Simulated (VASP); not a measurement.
# Hf3B (Pm-3m) in VASP: further runs, part 2 of 2

VASP 6.6.1. The steps go on from the part before.

## 4. Single point, PBE

Input file INCAR:

```
PREC     = Accurate       # precision mode
ENCUT    = 520            # plane-wave cutoff, eV
EDIFF    = 1E-6           # SCF threshold, eV
ISMEAR   = 0              # smearing method
SIGMA    = 0.1            # smearing width, eV
LREAL    = F              # projectors in reciprocal space
LASPH    = T              # aspherical terms in the spheres
NELM     = 100            # most SCF steps
ALGO     = Fast           # electronic algorithm
ISIF     = 2              # what is computed and relaxed
LWAVE    = F              # write WAVECAR
LCHARG   = T              # write CHGCAR
GGA      = PE             # functional
LELF     = T              # ELF
LVHAR    = T            
NBANDS   = 24             # bands
```

Input file KPOINTS:

```
Automatic mesh
0
Gamma
  12 12 12
```

Input file POSCAR:

```
Hf3B
1.0
    4.1268899016      0.0000000000      0.0000000000
    0.0000000000      4.1268899016      0.0000000000
    0.0000000000      0.0000000000      4.1268899016
Hf B
3 1
Direct
    0.0000000000      0.5000000000      0.5000000000
    0.5000000000      0.0000000000      0.5000000000
    0.5000000000      0.5000000000      0.0000000000
    0.0000000000      0.0000000000      0.0000000000
```

Potentials or basis: VASP PAW PBE potentials, release 64 (Hf_pv, B).

The run is started by

```
> cat potpaw_PBE.64/Hf_pv/POTCAR potpaw_PBE.64/B/POTCAR > POTCAR
> mpirun -np 1 vasp_std > vasp.out
```

OUTCAR:

```text
PREC = Accurate
   ENCUT = 520
   EDIFF = 1E-6
   ISMEAR = 0
   LREAL = F
   LASPH = T
   NELM = 100
   ISIF = 2
   GGA = PE

 ion  position               nearest neighbor table
   1  0.000  0.500  0.500-   2 2.92   3 2.92   4 2.92   3 2.92   4 2.92   2 2.92   4 2.92   4 2.92
                             2 2.92   3 2.92   3 2.92   2 2.92
   2  0.500  0.000  0.500-   1 2.92   3 2.92   4 2.92   3 2.92   4 2.92   1 2.92   3 2.92   3 2.92
                             1 2.92   4 2.92   4 2.92   1 2.92
   3  0.500  0.500  0.000-   1 2.92   2 2.92   4 2.92   1 2.92   2 2.92   2 2.92   4 2.92   2 2.92
                             1 2.92   4 2.92   1 2.92   4 2.92
   4  0.000  0.000  0.000-   1 2.92   2 2.92   3 2.92   1 2.92   2 2.92   1 2.92   3 2.92   1 2.92
                             2 2.92   3 2.92   2 2.92   3 2.92

  LATTYP: Found a simple cubic cell.
 ALAT       =     4.1268899016

  Lattice vectors:

 A1 = (   4.1268899016,   0.0000000000,   0.0000000000)
 A2 = (   0.0000000000,   4.1268899016,   0.0000000000)
 A3 = (   0.0000000000,   0.0000000000,   4.1268899016)

Analysis of symmetry for initial positions (statically):
=====================================================================
 Subroutine PRICEL returns:
 Original cell was already a primitive cell.

 Routine SETGRP: Setting up the symmetry group for a
 simple cubic supercell.

 Subroutine GETGRP returns: Found 48 space group operations
 (whereof 48 operations were pure point group operations)
 out of a pool of 48 trial point group operations.

The static configuration has the point symmetry O_h .

Analysis of symmetry for dynamics (positions and initial velocities):
=====================================================================
 Subroutine PRICEL returns:
 Original cell was already a primitive cell.

 Routine SETGRP: Setting up the symmetry group for a
 simple cubic supercell.

 Subroutine GETGRP returns: Found 48 space group operations
 (whereof 48 operations were pure point group operations)
 out of a pool of 48 trial point group operations.

The dynamic configuration has the point symmetry O_h .

 Subroutine INISYM returns: Found 48 space group operations
 (whereof 48 operations are pure point group operations),
 and found     1 'primitive' translations

----------------------------------------------------------------------------------------

                                     Primitive cell

  volume of cell :      70.2860

  direct lattice vectors                    reciprocal lattice vectors
     4.126889902  0.000000000  0.000000000     0.242313225  0.000000000  0.000000000
     0.000000000  4.126889902  0.000000000     0.000000000  0.242313225  0.000000000
     0.000000000  0.000000000  4.126889902     0.000000000  0.000000000  0.242313225

  length of vectors
     4.126889902  4.126889902  4.126889902     0.242313225  0.242313225  0.242313225

  position of ions in fractional coordinates (direct lattice)
     0.000000000  0.500000000  0.500000000
     0.500000000  0.000000000  0.500000000
     0.500000000  0.500000000  0.000000000
     0.000000000  0.000000000  0.000000000

  ion indices of the primitive-cell ions
   primitive index   ion index
                 1           1
                 2           2
                 3           3
                 4           4

----------------------------------------------------------------------------------------

 KPOINTS: Automatic mesh

Automatic generation of k-mesh.
 Grid dimensions read from file:
 generate k-points for:   12   12   12

 Generating k-lattice:

  Cartesian coordinates                     Fractional coordinates (reciprocal lattice)
     0.020192769  0.000000000  0.000000000     0.083333333  0.000000000  0.000000000
     0.000000000  0.020192769  0.000000000     0.000000000  0.083333333  0.000000000
     0.000000000  0.000000000  0.020192769     0.000000000  0.000000000  0.083333333

  Length of vectors
     0.020192769  0.020192769  0.020192769

  Shift w.r.t. Gamma in fractional coordinates (k-lattice)
     0.000000000  0.000000000  0.000000000

 Subroutine IBZKPT returns following result:
 ===========================================

 Found     84 irreducible k-points:

 Following reciprocal coordinates:
            Coordinates               Weight
  0.000000  0.000000  0.000000      1.000000
  0.083333  0.000000  0.000000      6.000000
  0.166667  0.000000  0.000000      6.000000
  0.250000  0.000000  0.000000      6.000000
  0.333333  0.000000  0.000000      6.000000
  0.416667  0.000000  0.000000      6.000000
[... 16 lines left out ...]
  0.333333  0.333333  0.000000     12.000000
  0.416667  0.333333  0.000000     24.000000
 [... further k-points ...]
   k-points           NKPTS =     84   k-points in BZ     NKDIM =     84   number of bands    NBANDS=     24
   number of dos      NEDOS =    301   number of ions     NIONS =      4
   total plane-waves  NPLWV =  32768
   dimension x,y,z NGX =    32 NGY =   32 NGZ =   32
   dimension x,y,z NGXF=    64 NGYF=   64 NGZF=   64
   ions per type =               3   1
   NGX,Y,Z   is equivalent  to a cutoff of  12.89, 12.89, 12.89 a.u.
   NGXF,Y,Z  is equivalent  to a cutoff of  25.78, 25.78, 25.78 a.u.
 SYSTEM =  unknown system
   PREC   = accura    normal or accurate (medium, high low for compatibility)
   ISTART =      0    job   : 0-new  1-cont  2-samecut
   ICHARG =      2    charge: 1-file 2-atom 10-const
   ISPIN  =      1    spin polarized calculation?
   LNONCOLLINEAR =      F non collinear calculations
   LSORBIT =      F    spin-orbit coupling
   LASPH  =      T    aspherical Exc in radial PAW
   ENCUT  =  520.0 eV  38.22 Ry    6.18 a.u.   7.67  7.67  7.67*2*pi/ulx,y,z
   NELM   =    100;   NELMIN=  2; NELMDL= -5     # of ELM steps
   EDIFF  = 0.1E-05   stopping-criterion for ELM
   LREAL  =      F    real-space projection
   EDIFFG = 0.1E-04   stopping-criterion for IOM
   NSW    =      0    number of steps for IOM
   IBRION =     -1    ionic relax: 0-MD 1-quasi-New 2-CG
   NFREE  =      0    steps in history (QN), initial steepest desc. (CG)
   ISIF   =      2    stress and relaxation
   ISYM   =      2    0-nonsym 1-usesym 2-fastsym
   POTIM  = 0.5000    time-step for ionic-motion
   TEBEG  =    0.0;   TEEND  =   0.0 temperature during run
   PSTRESS=    0.0 pullay stress
   NELECT =      33.0000    total number of electrons
   NUPDOWN=      -1.0000    fix difference up-down
   EMIN   =  10.00;   EMAX   =-10.00  energy-range for DOS
   EFERMI =   0.00;   METHOD = LEGACY
   ISMEAR =     0;   SIGMA  =   0.10  broadening in eV -4-tet -1-fermi 0-gaus
   EFERMI_NEDOS =   21; number of points for ismear=-14 and -15
   IALGO  =     68    algorithm
   IMIX   =      4    mixing-type and parameters
     AMIX     =   0.40;   BMIX     =  1.00
     AMIX_MAG =   1.60;   BMIX_MAG =  1.00
  volume/ion in A,a.u.               =      17.57       118.58
  Fermi-wavevector in a.u.,A,eV,Ry     =   1.272399  2.404485 22.027816  1.618999
  Thomas-Fermi vector in A             =   2.405279
   LORBIT       =      0    0 simple, 1 ext, 2 COOP (PROOUT), +10 PAW based schemes
   GGA     = PE    functional components
   LHFCALC =     F    Hartree Fock is set to
   AEXX    =    0.0000 exact exchange contribution
   IVDW    =     0    specifies the selected vdW correction
   LEPSILON=     F    determine dielectric tensor
   LRPA    =     F    only Hartree local field effects (RPA)
 non-spin polarized calculation
 RMM-DIIS sequential band-by-band and
 Gauss-broadening in eV      SIGMA  =   0.10
  energy-cutoff  :      520.00
  volume of cell :       70.29
 maximum number of plane-waves:      1924
 NGX is ok and might be reduce to    32
   NGX = 15   NGY = 15   NGZ = 15

 number of electron      33.0000006 magnetization

 Free energy of the ion-electron system (eV)
  ---------------------------------------------------
  ext. energy  EPLUGINS =         0.00000000
  ---------------------------------------------------
  free energy    TOTEN  =       -35.28261779 eV

  energy without entropy =      -35.26857716  energy(sigma->0) =      -35.27559747

 E-fermi :   5.2656     XC(G=0): -11.6243

 val. band max:        5.2548579878   @ k =   0.5000   0.0833   0.0833
 cond. band min:       5.2724946860   @ k =   0.1667   0.0833   0.0000
 fundamental gap:      0.0176366983
 Fermi energy:         5.2656365330

 k-point     1 :       0.0000    0.0000    0.0000
  band No.  band energies     occupation
      1     -25.5277      2.00000
      2     -25.5277      2.00000
      3     -25.5277      2.00000
      4     -24.8588      2.00000
      5     -24.8588      2.00000
      6     -24.8588      2.00000
[... 637 lines left out ...]
     23       9.0491      0.00000
     24       9.7992      0.00000

 [... further k-points ...]
[... 5 lines left out ...]
  --------------------------------------------------------------------------------------
  -------------------------------------------------------------------------------------
  Total       -0.2212136     -0.2212136     -0.2212136     -0.0000000     -0.0000000     -0.0000000
  in kB       -5.0425914     -5.0425914     -5.0425914     -0.0000000     -0.0000000     -0.0000000
  external PRESSURE =      -5.0425914 kB  Pullay stress =       0.0000000 kB

 VOLUME and BASIS-vectors are now :
 -----------------------------------------------------------------------------
  energy-cutoff  :      520.00
  volume of cell :       70.29
      direct lattice vectors                 reciprocal lattice vectors
     4.126889902  0.000000000  0.000000000     0.242313225  0.000000000  0.000000000
     0.000000000  4.126889902  0.000000000     0.000000000  0.242313225  0.000000000
     0.000000000  0.000000000  4.126889902     0.000000000  0.000000000  0.242313225

 POSITION                                       TOTAL-FORCE (eV/Angst)
 -----------------------------------------------------------------------------------
      0.00000      2.06344      2.06344         0.000000      0.000000      0.000000
      2.06344      0.00000      2.06344         0.000000      0.000000      0.000000
      2.06344      2.06344      0.00000         0.000000      0.000000      0.000000
      0.00000      0.00000      0.00000         0.000000      0.000000      0.000000
 -----------------------------------------------------------------------------------
    total drift:                                0.000000     -0.000000     -0.000000

  FREE ENERGIE OF THE ION-ELECTRON SYSTEM (eV)
  ---------------------------------------------------
  free  energy   TOTEN  =       -35.2826177880 eV

  energy  without entropy=      -35.2685771569  energy(sigma->0) =      -35.27559747
```

It took 71 s on 1 thread of Intel Xeon Platinum 8488C (Sapphire Rapids), shared host; peak memory 0.26 GiB.

What came out:

- Free energy: -35.2826 eV
- Pressure: -0.5 GPa

Levels at points of the mesh, in eV from the Fermi level:
```csv
k point,band 13,band 14,band 15,band 16,band 17,band 18,band 19,band 20
"(0.00, 0.00, 0.00)",-2.33,-1.84,-1.84,-1.84,0.07,0.07,0.07,3.32
"(0.50, 0.00, 0.00)",-1.97,-1.97,-1.20,-0.07,1.09,1.09,1.46,1.95
"(0.50, 0.50, 0.00)",-2.51,-1.73,-0.56,-0.56,-0.25,1.27,1.27,2.15
"(0.50, 0.50, 0.50)",-3.17,-1.35,-1.35,-1.35,1.22,1.22,1.22,1.87
```

Caveat: spin-orbit coupling is left out, which moves the levels of the heavy elements.

## 5. Relaxation of cell and atoms, PBE

Input file INCAR:

```
ALGO = Fast
EDIFF = 1E-6
EDIFFG = -0.01
ENCUT = 600
GGA = PE
IBRION = 2
ISIF = 3
ISMEAR = 0
LASPH = True
LCHARG = False
LREAL = False
LWAVE = False
NELM = 80
NSW = 100
PREC = Accurate
SIGMA = 0.1
```

Input file KPOINTS:

```
k-points
0
Gamma
  12 12 12
```

POSCAR is that of step 4.

Potentials or basis: VASP PAW PBE potentials, release 64 (Hf_pv, B).

The run is started by

```
> cat potpaw_PBE.64/Hf_pv/POTCAR potpaw_PBE.64/B/POTCAR > POTCAR
> mpirun -np 1 vasp_std > vasp.out
```

OUTCAR:

```text
EDIFF = 1E-6
   EDIFFG = -0.01
   ENCUT = 600
   GGA = PE
   IBRION = 2
   ISIF = 3
   ISMEAR = 0
   LASPH = True
   LREAL = False
   NELM = 80
   NSW = 100
   PREC = Accurate

 ion  position               nearest neighbor table
   1  0.000  0.500  0.500-   2 2.92   3 2.92   4 2.92   3 2.92   4 2.92   2 2.92   4 2.92   4 2.92
                             2 2.92   3 2.92   3 2.92   2 2.92
   2  0.500  0.000  0.500-   1 2.92   3 2.92   4 2.92   3 2.92   4 2.92   1 2.92   3 2.92   3 2.92
                             1 2.92   4 2.92   4 2.92   1 2.92
   3  0.500  0.500  0.000-   1 2.92   2 2.92   4 2.92   1 2.92   2 2.92   2 2.92   4 2.92   2 2.92
                             1 2.92   4 2.92   1 2.92   4 2.92
   4  0.000  0.000  0.000-   1 2.92   2 2.92   3 2.92   1 2.92   2 2.92   1 2.92   3 2.92   1 2.92
                             2 2.92   3 2.92   2 2.92   3 2.92

  LATTYP: Found a simple cubic cell.
 ALAT       =     4.1268899016

  Lattice vectors:

[... 265 lines left out ...]
  ext. energy  EPLUGINS =         0.00000000
  ---------------------------------------------------
  free energy    TOTEN  =       -35.28441513 eV

  energy without entropy =      -35.27049269  energy(sigma->0) =      -35.27745391

 E-fermi :   5.2959     XC(G=0): -11.6436

 val. band max:        5.2826349894   @ k =   0.5000   0.0833   0.0833
 cond. band min:       5.3018475935   @ k =   0.5000   0.1667   0.0833
 fundamental gap:      0.0192126041
 Fermi energy:         5.2958537910

 k-point     1 :       0.0000    0.0000    0.0000
  band No.  band energies     occupation
      1     -25.4968      2.00000
      2     -25.4968      2.00000
      3     -25.4968      2.00000
      4     -24.8179      2.00000
      5     -24.8179      2.00000
      6     -24.8179      2.00000
[... 541 lines left out ...]
     19       7.1872      0.00000
     20       7.2333      0.00000

 [... further k-points ...]
[... 5 lines left out ...]
  --------------------------------------------------------------------------------------
  -------------------------------------------------------------------------------------
  Total       -0.0009686     -0.0009686     -0.0009686     -0.0000000     -0.0000000      0.0000000
  in kB       -0.0221708     -0.0221708     -0.0221708     -0.0000000     -0.0000000      0.0000000
  external PRESSURE =      -0.0221708 kB  Pullay stress =       0.0000000 kB
[... 19 lines left out ...]
  FREE ENERGIE OF THE ION-ELECTRON SYSTEM (eV)
  ---------------------------------------------------
  free  energy   TOTEN  =       -35.2844151315 eV

  energy  without entropy=      -35.2704926894  energy(sigma->0) =      -35.27745391

 reached required accuracy - stopping structural energy minimisation
```

Run time: 3.9 min. Hardware: 1 thread of Intel Xeon Platinum 8488C (Sapphire Rapids), shared host; peak memory 0.31 GiB.

What came out:

```yaml
Free_energy: -35.2844 eV
Relaxed_volume: 17.50 Å³/atom
Relaxed_cell: a = 4.121 Å, b = 4.121 Å, c = 4.121 Å, α = 90.00°, β = 90.00°, γ = 90.00°
Space_group_after_relaxing_to_0.05_Å: Pm-3m (No. 221)
Energy_gained_by_relaxing: 0.1 meV/atom
Ionic_steps: 3
Pressure_after_relaxing: 0.0 GPa
```

Step by step:
```
step  energy change (eV)  largest force (eV/Å)  pressure (GPa)  volume (Å³)
   1              0.0000                0.0000           -0.50        70.29
   2              0.0000                0.0000            0.51        69.73
   3             -0.0005                0.0000            0.00        69.99
```

Final structure:
```cif
data_structure
_symmetry_space_group_name_H-M 'P 1'
_symmetry_Int_Tables_number 1
_cell_length_a 4.1212
_cell_length_b 4.1212
_cell_length_c 4.1212
_cell_angle_alpha 90.000
_cell_angle_beta 90.000
_cell_angle_gamma 90.000
_cell_volume 69.99
loop_
_atom_site_label
_atom_site_type_symbol
_atom_site_fract_x
_atom_site_fract_y
_atom_site_fract_z
_atom_site_occupancy
Hf1 Hf 0.00000 0.50000 0.50000 1
Hf2 Hf 0.50000 0.00000 0.50000 1
Hf3 Hf 0.50000 0.50000 0.00000 1
B1 B 0.00000 0.00000 0.00000 1
```

Levels at points of the mesh, in eV from the Fermi level:
```csv
k point,band 13,band 14,band 15,band 16,band 17,band 18,band 19,band 20
"(0.00, 0.00, 0.00)",-2.34,-1.85,-1.85,-1.85,0.07,0.07,0.07,3.36
"(0.50, 0.00, 0.00)",-1.98,-1.98,-1.21,-0.07,1.10,1.10,1.46,1.96
"(0.50, 0.50, 0.00)",-2.52,-1.72,-0.56,-0.56,-0.25,1.27,1.27,2.15
"(0.50, 0.50, 0.50)",-3.18,-1.35,-1.35,-1.35,1.22,1.22,1.22,1.90
```

Caveat: spin-orbit coupling is left out, which moves the levels of the heavy elements.

## 6. Summary

| task | cell | k mesh | cutoff (eV) | gap on the mesh (eV) | pressure (GPa) | relaxed volume (Å³/atom) |
| --- | --- | --- | --- | --- | --- | --- |
| single point | a = 4.127 Å, 4 atoms | 4 × 4 × 4 | 520 | none | -0.5 | - |
| relaxation of cell and atoms | relaxed from a = 3.994 Å, 4 atoms | 4 × 4 × 4 | 600 | none | -0.2 | 17.53 |
| single point | a = 4.127 Å, 4 atoms | 12 × 12 × 12 | 520 | none | -0.5 | - |
| relaxation of cell and atoms | relaxed from a = 4.127 Å, 4 atoms | 12 × 12 × 12 | 600 | none | 0.0 | 17.50 |

Alike in all rows: level PBE; potentials or basis VASP PAW PBE potentials, release 64 (Hf_pv, B); no spin polarisation; smearing gaussian 0.1 eV.

Caveats: some runs use coarse meshes; spin-orbit coupling is left out, which moves the levels of the heavy elements.

Absolute energies hang on the potentials; compare differences alone.
